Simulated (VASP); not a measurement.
# NaH (P1) in VASP: relaxation of cell and atoms with PBE

Aim: the relaxation of cell and atoms of NaH with PBE.

Everything below comes from runs of VASP 6.6.1. Logs are shortened: lines on timing, memory, paths and dates and some standing lists are left out, and cuts for length are marked.

### Step 1. The cell of the first run

The typed cell holds 4 atoms: a = 3.373 Å, b = 3.456 Å, c = 5.984 Å, α = 72.24°, β = 73.43°, γ = 59.95°.

### Step 2. Relaxation of cell and atoms, PBE

INCAR

```
  ALGO = Normal
  EDIFF = 1E-7
  EDIFFG = -0.025
  ENCUT = 500
  GGA = PE
  GGA_COMPAT = False
  IBRION = 2
  ISIF = 3
  ISMEAR = 0
  LASPH = True
  LCHARG = False
  LREAL = False
  LWAVE = False
  NELM = 120
  NELMIN = 4
  NSW = 80
  PREC = Accurate
  SIGMA = 0.1
```

KPOINTS

```
k-points
0
Gamma
  6 6 6
```

POSCAR

```
NaH
1.0
    0.0196698431      2.3961368661      2.3738759773
    2.4333772176      2.4538602124     -0.0380535032
   -2.3796972699      4.8920939803     -2.4933660686
Na H
2 2
Direct
    0.4939298084      0.5192362476      0.5111977793
    0.0149730804      0.0214423107     -0.0073103960
    0.7640870105      0.6969808060      0.7699897332
    0.2270101006      0.2623406357      0.2261228835
```

Potentials or basis: VASP PAW PBE potentials, release 64 (Na_pv, H).

Started as:

```
cat potpaw_PBE.64/Na_pv/POTCAR potpaw_PBE.64/H/POTCAR > POTCAR
mpirun -np 1 vasp_std > vasp.out
```

OUTCAR:

```text
EDIFF = 1E-7
   EDIFFG = -0.025
   ENCUT = 500
   GGA = PE
   IBRION = 2
   ISIF = 3
   ISMEAR = 0
   LASPH = True
   LREAL = False
   NELM = 120
   NELMIN = 4
   NSW = 80
   PREC = Accurate

 ion  position               nearest neighbor table
   1  0.494  0.519  0.511-
   2  0.015  0.021  0.993-
   3  0.764  0.697  0.770-
   4  0.227  0.262  0.226-

  LATTYP: Found a triclinic cell.
 ALAT       =     3.4560385840
 B/A-ratio  =     0.9759736267
 C/A-ratio  =     1.7152109327
 COS(alpha) =     0.0040479982
 COS(beta)  =     0.2750795775
 COS(gamma) =     0.5007464347

  Lattice vectors:

 A1 = (   2.4333772176,   2.4538602124,  -0.0380535032)
 A2 = (   0.0196698431,   2.3961368661,   2.3738759773)
 A3 = (   4.8130744875,  -2.4382337679,   2.4553125654)

Analysis of symmetry for initial positions (statically):
=====================================================================
 Subroutine PRICEL returns:
 Original cell was already a primitive cell.

 Routine SETGRP: Setting up the symmetry group for a
 triclinic supercell.

 Subroutine GETGRP returns: Found  1 space group operations
 (whereof  1 operations were pure point group operations)
 out of a pool of  2 trial point group operations.

The static configuration has the point symmetry C_1 .

Analysis of symmetry for dynamics (positions and initial velocities):
=====================================================================
 Subroutine PRICEL returns:
 Original cell was already a primitive cell.

 Routine SETGRP: Setting up the symmetry group for a
 triclinic supercell.

 Subroutine GETGRP returns: Found  1 space group operations
 (whereof  1 operations were pure point group operations)
 out of a pool of  2 trial point group operations.

The dynamic configuration has the point symmetry C_1 .

 Subroutine INISYM returns: Found  1 space group operations
 (whereof  1 operations are pure point group operations),
 and found     1 'primitive' translations

----------------------------------------------------------------------------------------

                                     Primitive cell

  volume of cell :      56.7599

  direct lattice vectors                    reciprocal lattice vectors
     0.019669843  2.396136866  2.373875977    -0.104514198  0.108489640  0.312611003
     2.433377218  2.453860212 -0.038053503     0.309861106  0.098662378 -0.102155076
[... 123 lines left out ...]
  energy-cutoff  :      500.00
  volume of cell :       56.76
 maximum number of plane-waves:      1454
 NGX is ok and might be reduce to    28
   NGX = 13   NGY = 13   NGZ = 21

--------------------------------------- Ionic step        1  -------------------------------------------

 number of electron      15.9999995 magnetization

 Free energy of the ion-electron system (eV)
  ---------------------------------------------------
  ext. energy  EPLUGINS =         0.00000000
  ---------------------------------------------------
  free energy    TOTEN  =       -10.07700139 eV

  energy without entropy =      -10.07700139  energy(sigma->0) =      -10.07700139

------------------------ aborting loop because EDIFF is reached ----------------------------------------

  FORCE on cell =-STRESS in cart. coord.  units (eV):
  Direction    XX          YY          ZZ          XY          YZ          ZX
  --------------------------------------------------------------------------------------
  -------------------------------------------------------------------------------------
  Total        0.2108228      0.1051967     -0.0623410     -0.1117638      0.2760127     -0.0389059
  in kB        5.9509580      2.9694188     -1.7597186     -3.1547905      7.7910934     -1.0982083
  external PRESSURE =       2.3868861 kB  Pullay stress =       0.0000000 kB
[... 95 lines left out ...]
  FREE ENERGIE OF THE ION-ELECTRON SYSTEM (eV)
  ---------------------------------------------------
  free  energy   TOTEN  =       -10.1514602610 eV

  energy  without entropy=      -10.1514602610  energy(sigma->0) =      -10.15146026

[... ionic steps 4 to 9 ...]

--------------------------------------- Ionic step       10  -------------------------------------------

 number of electron      16.0000000 magnetization

------------------------ aborting loop because EDIFF is reached ----------------------------------------
[... 71 lines left out ...]
--------------------------------------- Ionic step       12  -------------------------------------------

 number of electron      15.9999990 magnetization

 Free energy of the ion-electron system (eV)
  ---------------------------------------------------
  ext. energy  EPLUGINS =         0.00000000
  ---------------------------------------------------
  free energy    TOTEN  =       -10.17466386 eV

  energy without entropy =      -10.17466386  energy(sigma->0) =      -10.17466386

 E-fermi :  -0.6214     XC(G=0):  -7.7774

 val. band max:       -1.1491627802   @ k =   0.1667   0.5000   0.3333
 cond. band min:       2.6503204015   @ k =   0.0000   0.0000   0.0000
 fundamental gap:      3.7994831817
 Fermi energy:        -0.6213528268

 k-point     1 :       0.0000    0.0000    0.0000
  band No.  band energies     occupation
      1     -23.2995      2.00000
      2     -23.2226      2.00000
      3     -23.2201      2.00000
      4     -23.2040      2.00000
      5     -23.2002      2.00000
      6     -23.1996      2.00000
      7      -4.7306      2.00000
      8      -1.9684      2.00000
      9       2.6503      0.00000
     10       9.3299      0.00000
     11       9.6978      0.00000
     12      12.3021      0.00000
[... 331 lines left out ...]
 k-point    24 :       0.5000    0.0000    0.1667
  band No.  band energies     occupation
      1     -23.2948      2.00000
      2     -23.2766      2.00000
      3     -23.2448      2.00000
      4     -23.2361      2.00000
      5     -23.2260      2.00000
      6     -23.2164      2.00000
      7      -1.8679      2.00000
      8      -1.5466      2.00000
      9       3.3433      0.00000
     10       4.0716      0.00000
     11       6.7194      0.00000
     12       7.6209      0.00000

 [... further k-points ...]

------------------------ aborting loop because EDIFF is reached ----------------------------------------

  FORCE on cell =-STRESS in cart. coord.  units (eV):
  Direction    XX          YY          ZZ          XY          YZ          ZX
  --------------------------------------------------------------------------------------
  -------------------------------------------------------------------------------------
  Total       -0.0001662     -0.0090727     -0.0283525     -0.0002022      0.0090603     -0.0054838
  in kB       -0.0047300     -0.2581744     -0.8068076     -0.0057527      0.2578217     -0.1560500
  external PRESSURE =      -0.3565707 kB  Pullay stress =       0.0000000 kB
[... 19 lines left out ...]
  FREE ENERGIE OF THE ION-ELECTRON SYSTEM (eV)
  ---------------------------------------------------
  free  energy   TOTEN  =       -10.1746638556 eV

  energy  without entropy=      -10.1746638556  energy(sigma->0) =      -10.17466386

 reached required accuracy - stopping structural energy minimisation
```

OSZICAR:

```text
N       E                     dE             d eps       ncg     rms          rms(c)
DAV:   1     0.989345330827E+02    0.98935E+02   -0.81880E+03  2688   0.146E+03
DAV:   2    -0.544642748411E+01   -0.10438E+03   -0.10129E+03  2720   0.336E+02
DAV:   3    -0.108812524412E+02   -0.54348E+01   -0.54069E+01  3296   0.859E+01
DAV:   4    -0.109729873576E+02   -0.91735E-01   -0.91711E-01  2916   0.118E+01
[... 101 lines left out ...]
DAV:   2    -0.101746890649E+02   -0.40169E-03   -0.48083E-03  2964   0.881E-01    0.476E-02
DAV:   3    -0.101746657225E+02    0.23342E-04   -0.17015E-04  3276   0.160E-01    0.148E-02
DAV:   4    -0.101746637857E+02    0.19369E-05   -0.12805E-05  3488   0.494E-02    0.304E-03
DAV:   5    -0.101746638201E+02   -0.34409E-07   -0.16712E-06  3284   0.192E-02    0.930E-04
DAV:   6    -0.101746638556E+02   -0.35527E-07   -0.22775E-07  2776   0.438E-03
  12 F= -.10174664E+02 E0= -.10174664E+02  d E =-.595303E-03
```

Run time: 9.5 min. Hardware: 1 thread of Intel Xeon 8259CL, shared host; peak memory 0.23 GiB.

What came out:

| Quantity | Value |
| --- | --- |
| Free energy | -10.1747 eV |
| Relaxed volume | 14.08 Å³/atom |
| Relaxed cell | a = 3.413 Å, b = 3.413 Å, c = 5.917 Å, α = 73.17°, β = 73.33°, γ = 60.01° |
| Space group after relaxing (to 0.1 Å) | Fm-3m (No. 225) |
| Energy gained by relaxing | 24.4 meV/atom |
| Ionic steps | 12 |
| Pressure after relaxing | 0.0 GPa |
| Largest force after relaxing | 0.017 eV/Å |
| Band gap on the k mesh | 3.80 eV (least direct gap 3.93 eV) |

Forces on the atoms (eV/Å):
```
Na  -0.004 -0.012  0.011
Na   0.004  0.010 -0.012
H    0.000  0.008 -0.015
H    0.000 -0.006  0.015
```

The path:
```tsv
step	energy change (eV)	largest force (eV/Å)	pressure (GPa)	volume (Å³)
1	0.0000	0.4539	0.24	56.76
2	-0.0267	0.3696	0.07	56.93
3	-0.0745	0.1870	-0.32	57.44
4	-0.0491	0.3153	-0.73	58.42
5	-0.0824	0.1334	-0.53	57.79
6	-0.0825	0.1251	-0.54	57.76
7	-0.0885	0.0970	-0.24	57.00
8	-0.0931	0.0669	0.46	55.26
9	-0.0933	0.0642	0.33	55.55
10	-0.0958	0.0488	0.17	55.89
11	-0.0971	0.0392	-0.03	56.32
12	-0.0977	0.0169	-0.04	56.30
```

Final structure:
```
Na H
1.0
     0.00137    2.41142    2.41582
     2.41222    2.41449   -0.00086
    -2.41160    4.83036   -2.42235
Na H
2 2
Cartesian
  0.0086 4.8342 -0.0093
  -0.0068 7.2399 -2.4169
  -0.0024 7.2394 0.0032
  0.0042 2.4157 -0.0113
```
